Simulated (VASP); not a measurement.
# BaSrTi2O6 (P1) in VASP: further runs

The runs below take BaSrTi2O6 through single point, relaxation of volume and atoms at fixed shape, with PBEsol.

Everything below comes from runs of VASP 6.6.1. Logs are shortened: lines on timing, memory, paths and dates and some standing lists are left out, and cuts for length are marked.

### Step 1. The cell of the first run

The typed cell holds 40 atoms: a = 7.882 Å, b = 7.882 Å, c = 7.882 Å, α = 90.00°, β = 90.00°, γ = 90.00°.

### Step 2. Single point, PBEsol

INCAR

```
PREC     = Accurate       # precision mode
ENCUT    = 700            # plane-wave cutoff, eV
EDIFF    = 1E-6           # SCF threshold, eV
ISMEAR   = -1             # smearing method
SIGMA    = 0.05           # smearing width, eV
LREAL    = Auto         
LASPH    = T              # aspherical terms in the spheres
NELM     = 120            # most SCF steps
ALGO     = Normal         # electronic algorithm
ISIF     = 2              # what is computed and relaxed
LWAVE    = F              # write WAVECAR
LCHARG   = T              # write CHGCAR
GGA      = PS             # functional
LELF     = T              # ELF
LVHAR    = T            
NBANDS   = 186            # bands
ISYM     = -1           
GGA_COMPAT= F
```

KPOINTS

```
explicit points
1
Reciprocal
  0.25000000   0.25000000   0.25000000 1
```

POSCAR

```
BaSrTi2O6
1.0
    7.8815524826      0.0000000000      0.0000000000
    0.0000000000      7.8815524826      0.0000000000
    0.0000000000      0.0000000000      7.8815524826
Ba Sr Ti O
4 4 8 24
Direct
    0.9978390000      0.9967910000      0.9975140000
    0.4976020000      0.9967270000      0.9974640000
    0.4976100000      0.9967280000      0.4977250000
    0.4976690000      0.4969270000      0.9974850000
    0.9953670000      0.9933300000      0.4952350000
    0.9953370000      0.4944780000      0.9941120000
    0.9956390000      0.4947950000      0.4955280000
    0.4941730000      0.4944380000      0.4951420000
    0.2406780000      0.2451220000      0.2459000000
    0.2412010000      0.2453440000      0.7410970000
    0.2411900000      0.7403310000      0.2461040000
    0.2415480000      0.7406750000      0.7414560000
    0.7457320000      0.2448870000      0.2456240000
    0.7459840000      0.2451360000      0.7405220000
    0.7459850000      0.7398570000      0.2458330000
    0.7461970000      0.7403400000      0.7410360000
    0.2485730000      0.2557150000      0.0050160000
    0.2508720000      0.2576100000      0.5036190000
    0.2492550000      0.7484320000      0.0050880000
    0.2501380000      0.7491630000      0.5037080000
    0.7572150000      0.2563080000      0.0051130000
    0.7575000000      0.2568740000      0.5035470000
    0.7566470000      0.7479020000      0.0050810000
    0.7584760000      0.7499380000      0.5036710000
    0.0036430000      0.2566460000      0.2575890000
    0.0037900000      0.2576440000      0.7506400000
    0.0037700000      0.7500580000      0.2583200000
    0.0039090000      0.7493070000      0.7500310000
    0.5051550000      0.2564370000      0.2570260000
    0.5051840000      0.2558170000      0.7485750000
    0.5051440000      0.7477530000      0.2565250000
    0.5052540000      0.7484660000      0.7491490000
    0.2487040000      0.0043050000      0.2565660000
    0.2492560000      0.0043780000      0.7490430000
    0.2506380000      0.5029010000      0.2581930000
    0.2501720000      0.5030250000      0.7500340000
    0.7570980000      0.0043570000      0.2571310000
    0.7567010000      0.0043570000      0.7484750000
    0.7576860000      0.5028520000      0.2574440000
    0.7584590000      0.5029660000      0.7508070000
```

Potentials or basis: VASP PAW PBE potentials, release 64 (Ba_sv, Sr_sv, Ti_sv, O).

Started as:

```
cat potpaw_PBE.64/Ba_sv/POTCAR potpaw_PBE.64/Sr_sv/POTCAR potpaw_PBE.64/Ti_sv/POTCAR potpaw_PBE.64/O/POTCAR > POTCAR
mpirun -np 1 vasp_std > vasp.out
```

OUTCAR:

```text
PREC = Accurate
   ENCUT = 700
   EDIFF = 1E-6
   ISMEAR = -1
   LREAL = Auto
   LASPH = T
   NELM = 120
   ISIF = 2
   GGA = PS
   ISYM = -1

 ion  position               nearest neighbor table
   1  0.998  0.997  0.998-  23 2.73  38 2.73  28 2.76  19 2.79  34 2.79  21 2.79  37 2.79  27 2.83
                            26 2.83  17 2.84  33 2.84  25 2.90   9 3.37  13 3.41  10 3.41  11 3.41
   2  0.498  0.997  0.997-  32 2.77  19 2.77  34 2.77  23 2.83  30 2.83  33 2.83  17 2.83  31 2.83
                            38 2.83  37 2.89  21 2.89  29 2.89  13 3.39  15 3.43  14 3.43   9 3.43
   3  0.498  0.997  0.498-  33 2.73  31 2.73  20 2.76  34 2.79  32 2.79  37 2.79  29 2.79  18 2.83
                            24 2.83  38 2.84  30 2.84  22 2.90  14 3.37  13 3.41  16 3.41  10 3.41
   4  0.498  0.497  0.997-  30 2.73  17 2.73  36 2.76  32 2.79  19 2.79  29 2.79  21 2.79  40 2.83
                            35 2.83  31 2.84  23 2.84  39 2.90  15 3.37  13 3.40  16 3.41  11 3.41
   5  0.995  0.993  0.495-  37 2.66  27 2.68  24 2.68  38 2.74  33 2.74  28 2.78  20 2.78  25 2.80
                            22 2.80  34 2.83  26 2.90  18 2.90  10 3.38  12 3.39   9 3.40  14 3.40
   6  0.995  0.494  0.994-  21 2.66  40 2.68  26 2.68  17 2.74  23 2.75  28 2.78  36 2.78  39 2.80
                            25 2.80  19 2.83  35 2.90  27 2.90  11 3.38  12 3.39  15 3.40   9 3.40
   7  0.996  0.495  0.496-  39 2.65  22 2.65  25 2.65  26 2.75  24 2.75  35 2.75  18 2.75  40 2.75
                            27 2.75  20 2.84  28 2.84  36 2.84  12 3.36  16 3.37  11 3.37  10 3.37
   8  0.494  0.494  0.495-  29 2.65  18 2.68  35 2.68  31 2.74  30 2.74  20 2.78  36 2.78  22 2.80
                            39 2.80  32 2.83  24 2.90  40 2.90  16 3.38  12 3.39  14 3.40  15 3.40
   9  0.241  0.245  0.246-  25 1.87  33 1.90  17 1.90  18 2.04  35 2.04  29 2.09   1 3.37   7 3.39
[... 37 lines left out ...]
  39  0.758  0.503  0.257-  15 1.87  13 2.04   7 2.65   6 2.80   8 2.80   4 2.90
  40  0.758  0.503  0.751-  16 1.87  14 2.04   6 2.68   7 2.75   4 2.83   8 2.90

IMPORTANT INFORMATION: All symmetrisations will be switched off!
NOSYMM: (Re-)initialisation of all symmetry stuff for point group C_1.

----------------------------------------------------------------------------------------

                                     Primitive cell

  volume of cell :     489.5931

  direct lattice vectors                    reciprocal lattice vectors
     7.881552483  0.000000000  0.000000000     0.126878556  0.000000000  0.000000000
     0.000000000  7.881552483  0.000000000     0.000000000  0.126878556  0.000000000
     0.000000000  0.000000000  7.881552483     0.000000000  0.000000000  0.126878556

  length of vectors
     7.881552483  7.881552483  7.881552483     0.126878556  0.126878556  0.126878556

  position of ions in fractional coordinates (direct lattice)
     0.997839000  0.996791000  0.997514000
     0.497602000  0.996727000  0.997464000
     0.497610000  0.996728000  0.497725000
     0.497669000  0.496927000  0.997485000
[... 124 lines left out ...]
   ISMEAR =    -1;   SIGMA  =   0.05  broadening in eV -4-tet -1-fermi 0-gaus
   EFERMI_NEDOS =   21; number of points for ismear=-14 and -15
   IALGO  =     38    algorithm
   IMIX   =      4    mixing-type and parameters
     AMIX     =   0.40;   BMIX     =  1.00
     AMIX_MAG =   1.60;   BMIX_MAG =  1.00
  volume/ion in A,a.u.               =      12.24        82.60
  Fermi-wavevector in a.u.,A,eV,Ry     =   1.420735  2.684800 27.463192  2.018488
  Thomas-Fermi vector in A             =   2.541619
   LORBIT       =      0    0 simple, 1 ext, 2 COOP (PROOUT), +10 PAW based schemes
   GGA     = PS    functional components
   LHFCALC =     F    Hartree Fock is set to
   AEXX    =    0.0000 exact exchange contribution
   IVDW    =     0    specifies the selected vdW correction
   LEPSILON=     F    determine dielectric tensor
   LRPA    =     F    only Hartree local field effects (RPA)
 non-spin polarized calculation
  energy-cutoff  :      700.00
  volume of cell :      489.59
 maximum number of plane-waves:     20621
 NGX is ok and might be reduce to    70
   NGX = 35   NGY = 35   NGZ = 35

 number of electron     319.9999967 magnetization

 Free energy of the ion-electron system (eV)
  ---------------------------------------------------
  ext. energy  EPLUGINS =         0.00000000
  ---------------------------------------------------
  free energy    TOTEN  =      -336.20817060 eV

  energy without entropy =     -336.20817060  energy(sigma->0) =     -336.20817060

 E-fermi :   4.9439     XC(G=0): -11.5731

 val. band max:        3.7166993201   @ k =   0.2500   0.2500   0.2500
 cond. band min:       6.5367864381   @ k =   0.2500   0.2500   0.2500
 fundamental gap:      2.8200871180
 Fermi energy:         4.9439144944

 k-point     1 :       0.2500    0.2500    0.2500
  band No.  band energies     occupation
      1     -52.1621      2.00000
      2     -52.1611      2.00000
      3     -52.1609      2.00000
      4     -52.1599      2.00000
      5     -52.1598      2.00000
      6     -52.1593      2.00000
[... 164 lines left out ...]
    171       7.5231      0.00000
    172       7.5248      0.00000
 [bands above 172 left out]

------------------------ aborting loop because EDIFF is reached ----------------------------------------

  FORCE on cell =-STRESS in cart. coord.  units (eV):
  Direction    XX          YY          ZZ          XY          YZ          ZX
  --------------------------------------------------------------------------------------
  -------------------------------------------------------------------------------------
  Total        3.7568665      3.7543916      3.7601788     -1.4864945     -1.4881505     -1.4970387
  in kB       12.2942213     12.2861223     12.3050607     -4.8645041     -4.8699234     -4.8990095
  external PRESSURE =      12.2951348 kB  Pullay stress =       0.0000000 kB

 VOLUME and BASIS-vectors are now :
 -----------------------------------------------------------------------------
  energy-cutoff  :      700.00
  volume of cell :      489.59
      direct lattice vectors                 reciprocal lattice vectors
     7.881552483  0.000000000  0.000000000     0.126878556  0.000000000  0.000000000
     0.000000000  7.881552483  0.000000000     0.000000000  0.126878556  0.000000000
     0.000000000  0.000000000  7.881552483     0.000000000  0.000000000  0.126878556

 POSITION                                       TOTAL-FORCE (eV/Angst)
 -----------------------------------------------------------------------------------
      7.86452      7.85626      7.86196         0.022741      0.020482      0.019509
      3.92188      7.85576      7.86156         0.020925      0.022584      0.022351
      3.92194      7.85576      3.92285         0.019952      0.023073      0.020078
      3.92240      3.91656      7.86173         0.017912      0.025579      0.021436
      7.84504      7.82898      3.90322         0.007433      0.005589      0.006612
      7.84480      3.89725      7.83515         0.008137      0.008946      0.005660
[... 32 lines left out ...]
      5.97174      3.96325      2.02906         0.013903     -0.027043      0.013741
      5.97783      3.96415      5.91752         0.015908     -0.025465     -0.022053
 -----------------------------------------------------------------------------------
    total drift:                                0.027526      0.017114      0.022939

  FREE ENERGIE OF THE ION-ELECTRON SYSTEM (eV)
  ---------------------------------------------------
  free  energy   TOTEN  =      -336.2081706027 eV

  energy  without entropy=     -336.2081706026  energy(sigma->0) =     -336.20817060
```

It took 4.5 min on 1 thread of Intel Xeon 6975P-C (Granite Rapids), shared host; peak memory 0.76 GiB.

What came out:

```yaml
Free_energy: -336.2082 eV
Pressure: 1.2 GPa
Largest_force: 0.050 eV/Å
Band_gap_on_the_k_mesh: 2.82 eV
```

Forces in eV/Å, atoms in the order of the input:
```
Ba   0.023  0.020  0.020
Ba   0.021  0.023  0.022
Ba   0.020  0.023  0.020
Ba   0.018  0.026  0.021
Sr   0.007  0.006  0.007
Sr   0.008  0.009  0.006
Sr   0.008  0.009  0.008
Sr   0.005  0.009  0.009
Ti   0.014  0.028  0.028
Ti   0.013  0.032  0.011
Ti   0.009  0.012  0.031
Ti   0.009  0.006  0.008
Ti   0.025  0.025  0.024
Ti   0.030  0.031  0.019
Ti   0.031  0.017  0.027
Ti   0.036  0.012  0.014
O   -0.029  0.010 -0.023
O   -0.019  0.016 -0.020
O   -0.024 -0.026 -0.011
O   -0.026 -0.023 -0.028
O    0.015  0.017 -0.021
O    0.016  0.014 -0.025
O    0.008 -0.032 -0.025
O    0.016 -0.020 -0.024
O   -0.026  0.015  0.014
O   -0.025  0.015 -0.022
O   -0.024 -0.020  0.017
O   -0.034 -0.026 -0.026
O   -0.018  0.014  0.016
O   -0.026  0.006 -0.032
O   -0.022 -0.031  0.010
O   -0.011 -0.027 -0.025
O   -0.032 -0.024  0.008
O   -0.027 -0.011 -0.024
O   -0.017 -0.026  0.017
O   -0.026 -0.034 -0.026
O    0.016 -0.018  0.015
O    0.008 -0.024 -0.030
O    0.014 -0.027  0.014
O    0.016 -0.025 -0.022
```

Levels at points of the mesh, in eV from the valence-band top:
| k point | band 157 | band 158 | band 159 | band 160 | band 161 | band 162 | band 163 | band 164 |
| --- | --- | --- | --- | --- | --- | --- | --- | --- |
| (0.25, 0.25, 0.25) | -0.12 | -0.12 | -0.11 | 0.00 | 2.82 | 2.82 | 2.82 | 2.92 |

Caveat: the PAW data sets were made with another functional, which shifts forces and pressure a little; spin-orbit coupling is left out, which moves the levels of the heavy elements; a shifted mesh leaves out Γ, where band edges can lie. A k mesh can miss the band edges.

### Step 3. Relaxation of volume and atoms at fixed shape, PBEsol

This run uses another cell than the first one, of 12.15 Å³/atom.

INCAR

```
SYSTEM = BaSrTi2O6
ALGO = Normal ; EDIFF = 1E-7
EDIFFG = -0.03 ; ENCUT = 700
GGA = PS ; GGA_COMPAT = .FALSE.
IBRION = 2 ; ISIF = 8
ISMEAR = -1 ; ISYM = -1
LASPH = .TRUE. ; LCHARG = .FALSE.
LREAL = Auto ; LWAVE = .FALSE.
NELM = 120 ; NELMIN = 4
NSW = 100 ; PREC = Accurate
SIGMA = 0.05
```

KPOINTS is that of step 2.

POSCAR

```
BaSrTi2O6
1.0
    7.8616200000      0.0000000000      0.0000000000
    0.0000000000      7.8616200000      0.0000000000
    0.0000000000      0.0000000000      7.8616200000
Ba Sr Ti O
4 4 8 24
Direct
    0.9977560000      0.0032770000      0.9976790000
    0.5002430000      0.9954650000      0.0010080000
    0.5008950000      0.9942730000      0.4998320000
    0.5041810000      0.4973380000      0.0042320000
    0.9996560000      0.9994700000      0.5053200000
    0.9978910000      0.4979890000      0.9978050000
    0.9979020000      0.5025290000      0.5011590000
    0.5002350000      0.5003950000      0.5025740000
    0.2478910000      0.2500380000      0.2480810000
    0.2532970000      0.2497930000      0.7540510000
    0.2540860000      0.7475970000      0.2501920000
    0.2493510000      0.7527480000      0.7507090000
    0.7466220000      0.2509150000      0.2465420000
    0.7464940000      0.2530490000      0.7521880000
    0.7529880000      0.7490970000      0.2508200000
    0.7469210000      0.7470500000      0.7510210000
    0.2552980000      0.2494090000      0.9954270000
    0.2537130000      0.2472130000      0.4988230000
    0.2518120000      0.7488360000      0.0006190000
    0.2467890000      0.7475060000      0.4999370000
    0.7510110000      0.2472750000      0.9999180000
    0.7515470000      0.2550140000      0.5026890000
    0.7509140000      0.7524390000      0.9987870000
    0.7517960000      0.7497280000      0.5051030000
    0.0017800000      0.2430510000      0.2497670000
    0.0004380000      0.2457490000      0.7470750000
    0.9990830000      0.7502190000      0.2480660000
    0.0030680000      0.7467080000      0.7508220000
    0.4992430000      0.2522840000      0.2473750000
    0.4975940000      0.2466000000      0.7493890000
    0.5019650000      0.7527760000      0.2521940000
    0.5014190000      0.7514820000      0.7531750000
    0.2471500000      0.9967350000      0.2524780000
    0.2496370000      0.9975280000      0.7499130000
    0.2491360000      0.4999590000      0.2469060000
    0.2532700000      0.5000230000      0.7471330000
    0.7523330000      0.0011960000      0.2511230000
    0.7514780000      0.0001840000      0.7477560000
    0.7452030000      0.5035720000      0.2529460000
    0.7509010000      0.5026060000      0.7475340000
```

Potentials or basis: VASP PAW PBE potentials, release 64 (Ba_sv, Sr_sv, Ti_sv, O).

Started as:

```
cat potpaw_PBE.64/Ba_sv/POTCAR potpaw_PBE.64/Sr_sv/POTCAR potpaw_PBE.64/Ti_sv/POTCAR potpaw_PBE.64/O/POTCAR > POTCAR
mpirun -np 1 vasp_std > vasp.out
```

Run time: 69 min. Hardware: 1 thread of Intel Xeon 6975P-C (Granite Rapids), shared host; peak memory 0.87 GiB.

Results (log left out):

* Free energy: -336.1319 eV
* Relaxed volume: 12.24 Å³/atom
* Relaxed cell: a = 7.882 Å, b = 7.882 Å, c = 7.882 Å, α = 90.00°, β = 90.00°, γ = 90.00°
* Space group after relaxing (to 0.1 Å): C2/m (No. 12)
* Energy gained by relaxing: 12.9 meV/atom
* Ionic steps: 27
* Pressure after relaxing: 0.0 GPa
* Largest force after relaxing: 0.027 eV/Å
* Band gap on the k mesh: 2.55 eV

Forces on the atoms (eV/Å):
```
Ba   0.002  0.010 -0.008
Ba  -0.005 -0.014  0.000
Ba   0.006 -0.005  0.000
Ba   0.004 -0.007  0.005
Sr  -0.003  0.002 -0.005
Sr   0.001  0.000  0.006
Sr   0.008 -0.008 -0.007
Sr  -0.002 -0.003 -0.007
Ti  -0.011 -0.010  0.006
Ti  -0.005  0.010  0.006
Ti   0.006 -0.006 -0.003
Ti   0.009 -0.002 -0.003
Ti  -0.012  0.000  0.024
Ti  -0.011  0.016  0.018
Ti   0.005  0.000 -0.003
Ti   0.016  0.017  0.003
O   -0.008 -0.011 -0.013
O   -0.002 -0.007 -0.006
O   -0.002 -0.009  0.006
O    0.000 -0.020  0.012
O    0.012  0.014 -0.006
O   -0.001  0.015 -0.012
O   -0.005  0.011  0.001
O   -0.005  0.013 -0.001
O    0.008  0.014 -0.012
O    0.012 -0.003 -0.004
O   -0.012 -0.013  0.004
O   -0.006 -0.017  0.007
O    0.003  0.006 -0.005
O    0.024 -0.008 -0.010
O   -0.019  0.013  0.012
O   -0.005  0.010 -0.002
O    0.004  0.000  0.003
O   -0.003 -0.014 -0.011
O   -0.007 -0.001 -0.016
O    0.001 -0.011 -0.015
O   -0.002  0.017  0.012
O    0.001 -0.008  0.000
O   -0.003  0.011  0.006
O    0.007 -0.003  0.018
```

Stress tensor (GPa, compression positive):
```
-0.17 -0.73 -0.74
-0.73  0.07 -0.73
-0.74 -0.73  0.09
```

Step by step:
```csv
step,energy change (eV),largest force (eV/Å),pressure (GPa),volume (Å³)
1,0.0000,1.5628,1.65,485.89
2,-0.2585,0.8747,-1.84,494.74
3,-0.3046,0.4577,-0.94,492.22
4,-0.4299,0.2833,0.09,489.14
5,-0.4666,0.3013,1.12,486.28
6,-0.4933,0.2302,-0.76,491.15
7,-0.5004,0.1492,-0.18,489.61
8,-0.5086,0.0725,-0.02,489.16
9,-0.5091,0.1036,0.04,489.01
10,-0.5114,0.0502,0.01,489.07
11,-0.5114,0.0377,0.01,489.06
12,-0.5122,0.0347,-0.01,489.13
13,-0.5127,0.0596,-0.05,489.23
14,-0.5132,0.0345,-0.01,489.13
15,-0.5135,0.0415,0.05,488.96
16,-0.5139,0.0391,0.03,489.05
17,-0.5144,0.0364,-0.01,489.19
18,-0.5143,0.0429,-0.10,489.48
19,-0.5145,0.0352,-0.06,489.32
20,-0.5151,0.0327,0.04,489.12
21,-0.5152,0.0491,0.08,489.04
22,-0.5158,0.0446,0.05,489.18
23,-0.5163,0.0466,0.02,489.34
24,-0.5166,0.0479,-0.05,489.67
25,-0.5172,0.0432,-0.01,489.68
26,-0.5173,0.0410,0.02,489.68
27,-0.5178,0.0271,-0.01,489.75
```

Final structure:
```
Ba Sr Ti O
1.0
     7.88239    0.00000    0.00000
     0.00000    7.88239    0.00000
     0.00000    0.00000    7.88239
Ba Sr Ti O
4 4 8 24
Direct
  0.00041 0.99940 0.00032
  0.50050 0.99980 0.00023
  0.50031 0.99963 0.50015
  0.50033 0.49965 0.00016
  0.00042 0.99968 0.50020
  0.00033 0.49965 0.99996
  0.00020 0.49982 0.50024
  0.50041 0.49973 0.50028
  0.24625 0.25607 0.25507
  0.24727 0.25640 0.74998
  0.24900 0.75097 0.25769
  0.24954 0.75135 0.75255
  0.75141 0.24826 0.24758
  0.75243 0.24793 0.74246
  0.75413 0.74318 0.25038
  0.75459 0.74293 0.74529
  0.24660 0.25298 0.99918
  0.24643 0.25170 0.49960
  0.24494 0.74358 0.99693
  0.24575 0.74408 0.49810
  0.75519 0.25513 0.00352
  0.75517 0.25464 0.50235
  0.75446 0.74585 0.00140
  0.75379 0.74690 0.50096
  0.00088 0.25277 0.25551
  0.00038 0.25350 0.74730
  0.00000 0.74547 0.25347
  0.99953 0.74604 0.74473
  0.50115 0.25386 0.25554
  0.50040 0.25407 0.74658
  0.49977 0.74468 0.25350
  0.49930 0.74459 0.74527
  0.24626 0.99708 0.25289
  0.24577 0.99731 0.74486
  0.24593 0.49800 0.25298
  0.24553 0.49822 0.74426
  0.75477 0.00117 0.25550
  0.75408 0.00174 0.74747
  0.75480 0.50049 0.25633
  0.75453 0.50081 0.74744
```

Levels at points of the mesh, in eV from the valence-band top:
| k point | band 157 | band 158 | band 159 | band 160 | band 161 | band 162 | band 163 | band 164 |
| --- | --- | --- | --- | --- | --- | --- | --- | --- |
| (0.25, 0.25, 0.25) | -0.12 | -0.11 | -0.10 | 0.00 | 2.55 | 2.62 | 2.63 | 2.70 |

Caveat: the PAW data sets were made with another functional, which shifts forces and pressure a little; spin-orbit coupling is left out, which moves the levels of the heavy elements; a shifted mesh leaves out Γ, where band edges can lie.
